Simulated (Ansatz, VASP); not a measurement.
# ZrB2 in VASP and in Ansatz

```
CELL_PARAMETERS angstrom
3.16752 0.00000 0.00000
-1.58376 2.74316 0.00000
0.00000 0.00000 3.55239
ATOMIC_POSITIONS crystal
Zr 0.00000 0.00000 0.00000
B 0.33333 0.66667 0.50000
B 0.66667 0.33333 0.50000
```

Alike in both runs: task single point; functional PBEsol; k mesh 6 × 6 × 6; occupations gaussian, width 0.1 eV; no spin polarisation.

|  | VASP | Ansatz |
| --- | --- | --- |
| version | VASP 6.6.1 | Ansatz 0.2.0 |
| potentials or method | VASP PAW PBE potentials, release 64 (Zr_sv, B), cutoff 520 eV | scalar-relativistic, plane waves, PAW |
| valence electrons in the cell | 18 | 18 |

```tsv
	VASP	Ansatz	Ansatz less VASP
gap on the k mesh at the Fermi level (eV)	none	none	-
pressure (GPa)	-4.4	-4.6	-0.27
traceless stress, the component that is largest in VASP (GPa)	-2.83	-2.80	+0.023
```

VASP's potentials were made for PBE, not for PBEsol, and Ansatz warns of the same on its side. A gap of «none» marks a metal or a gap that the smearing closes.

The k mesh is coarse, so the values compare programs but aren't converged.
